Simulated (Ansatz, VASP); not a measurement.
CdTeSe4 in VASP and in Ansatz

```
CELL_PARAMETERS angstrom
0.00000 4.16016 4.16016
4.16016 0.00000 4.16016
4.16016 4.16016 0.00000
ATOMIC_POSITIONS crystal
Cd 0.25000 0.25000 0.25000
Te 0.00000 0.00000 0.00000
Se 0.62201 0.62201 0.13396
Se 0.62201 0.62201 0.62201
Se 0.13396 0.62201 0.62201
Se 0.62201 0.13396 0.62201
```

Change from the starting cell: species swapped into the ZrScFe4 type (F-43m, No. 216).

Alike in both runs: functional PBE; k mesh 4 × 4 × 4; occupations gaussian, width 0.1 eV; no spin polarisation.

Ansatz relaxed the structure, and its values are those at the end. VASP's run is a single point on that final structure, the one shown.

```csv
,VASP,Ansatz
version,VASP 6.6.1,Ansatz 0.2.0
potentials or method,"VASP PAW PBE potentials, release 64 (Cd, Te, Se), cutoff 500 eV","scalar-relativistic, plane waves, PAW"
valence electrons in the cell,42,100
```

|  | VASP | Ansatz | Ansatz less VASP |
| --- | --- | --- | --- |
| gap on the k mesh at the Fermi level (eV) | none | none | - |
| pressure (GPa) | -0.1 | -0.1 | -0.03 |
| rms of the force components (eV/Å) | 0.025 | 0.025 | +0.0001 |

A gap of «none» marks a metal or a gap that the smearing closes. VASP's potentials hold 42 valence electrons a cell and Ansatz's 100, so a difference there can come from the potentials and not from the codes.

Spin-orbit coupling is off throughout.
